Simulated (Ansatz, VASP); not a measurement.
## Ti6C5: VASP beside Ansatz

```
Ti C
1.0
     3.06384    0.00000    0.00000
    -1.53192    2.65336    0.00000
     0.00000    0.00000   27.50807
Ti C
6 5
Direct
  0.66667 0.33333 0.27265
  0.33333 0.66667 0.36359
  0.00000 0.00000 0.45453
  0.66667 0.33333 0.54547
  0.33333 0.66667 0.63641
  0.00000 0.00000 0.72735
  0.00000 0.00000 0.31812
  0.66667 0.33333 0.40906
  0.33333 0.66667 0.50000
  0.00000 0.00000 0.59094
  0.66667 0.33333 0.68188
```

Alike in both runs: task single point; functional PBE; k mesh 12 × 12 × 1; occupations gaussian, width 0.1 eV; no spin polarisation.

```csv
,VASP,Ansatz
version,VASP 6.6.1,Ansatz 0.2.0
potentials or method,"VASP PAW PBE potentials, release 64 (Ti_sv, C), cutoff 520 eV","scalar-relativistic, plane waves, PAW"
valence electrons in the cell,92,92
```

|  | VASP | Ansatz | Ansatz less VASP |
| --- | --- | --- | --- |
| gap on the k mesh at the Fermi level (eV) | none | none | - |
| rms of the force components (eV/Å) | 0.683 | 0.687 | +0.0037 |

A gap of «none» marks a metal or a gap that the smearing closes.
